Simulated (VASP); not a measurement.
## Zr6Os: relaxation of cell and atoms with PBE

Crystal: Zr6Os.

```
CELL_PARAMETERS angstrom
6.73421 0.00000 0.00000
0.00000 6.73421 0.00000
0.00000 0.00000 6.73421
ATOMIC_POSITIONS crystal
Zr 0.50000 0.50000 0.20164
Zr 0.50000 0.50000 0.79836
Zr 0.20164 0.50000 0.50000
Zr 0.79836 0.50000 0.50000
Zr 0.50000 0.20164 0.50000
Zr 0.50000 0.79836 0.50000
Os 0.00000 0.00000 0.00000
```

The cell was generated, and may not be a known phase.

```json
{"Program": "VASP 6.6.1", "Task": "relaxation of cell and atoms", "Functional": "PBE", "Potentials or basis": "VASP PAW PBE potentials, release 64 (Zr_sv, Os)", "Cutoff": "600 eV", "k mesh": "6 × 6 × 6", "Occupations": "gaussian, width 0.1 eV", "Spin": "no spin polarisation", "Dipole correction": "no", "Further INCAR settings": "ALGO = Normal; EDIFF = 1e-06; IBRION = 2; EDIFFG = -0.01; NSW = 100; ISIF = 3"}
```

```json
{
  "Relaxed volume": "44.28 Å³/atom",
  "Relaxed cell": "a = 6.768 Å, b = 6.768 Å, c = 6.768 Å, α = 90.00°, β = 90.00°, γ = 90.00°",
  "Space group after relaxing (to 0.1 Å)": "Pm-3m (No. 221)",
  "Energy gained by relaxing": "0.4 meV/atom",
  "Ionic steps": "5",
  "Pressure after relaxing": "0.0 GPa",
  "Largest force after relaxing": "0.008 eV/Å",
  "Band gap on the k mesh": "zero (bands 40 and 41 overlap by 0.25 eV)"
}
```

Forces in eV/Å, atoms in the order of the input:
```
Zr   0.000  0.000  0.008
Zr   0.000  0.000 -0.008
Zr   0.008  0.000  0.000
Zr  -0.008  0.000  0.000
Zr   0.000  0.008  0.000
Zr   0.000 -0.008  0.000
Os   0.000  0.000  0.000
```

Step by step:
| step | energy change (eV) | largest force (eV/Å) | pressure (GPa) | volume (Å³) |
| --- | --- | --- | --- | --- |
| 1 | 0.0000 | 0.0287 | 0.15 | 305.39 |
| 2 | -0.0012 | 0.0648 | 0.02 | 307.21 |
| 3 | -0.0015 | 0.0856 | -0.05 | 308.29 |
| 4 | -0.0024 | 0.0571 | -0.03 | 308.90 |
| 5 | -0.0031 | 0.0080 | 0.02 | 309.96 |

Final structure:
```
CELL_PARAMETERS angstrom
6.76762 0.00000 0.00000
0.00000 6.76762 0.00000
0.00000 0.00000 6.76762
ATOMIC_POSITIONS crystal
Zr 0.50000 0.50000 0.20295
Zr 0.50000 0.50000 0.79705
Zr 0.20295 0.50000 0.50000
Zr 0.79705 0.50000 0.50000
Zr 0.50000 0.20295 0.50000
Zr 0.50000 0.79705 0.50000
Os 0.00000 0.00000 0.00000
```

Levels at points of the mesh, in eV from the Fermi level:
| k point | band 38 | band 39 | band 40 | band 41 | band 42 | band 43 |
| --- | --- | --- | --- | --- | --- | --- |
| (0.00, 0.00, 0.00) | 0.03 | 0.04 | 0.06 | 0.06 | 0.34 | 0.34 |
| (0.50, 0.00, 0.00) | -0.24 | -0.23 | -0.05 | 0.06 | 0.25 | 0.54 |
| (0.50, 0.50, 0.00) | -0.18 | -0.18 | -0.07 | -0.04 | 0.01 | 0.11 |
| (0.50, 0.50, 0.50) | -0.04 | 0.02 | 0.21 | 0.21 | 0.41 | 0.41 |

Wall time 21 min on 1 thread of AMD EPYC 9R45 96-Core Processor (Zen 5), on a shared host, peak memory 0.59 GiB.

Caveat: spin-orbit coupling is left out, which moves the levels of the heavy elements.
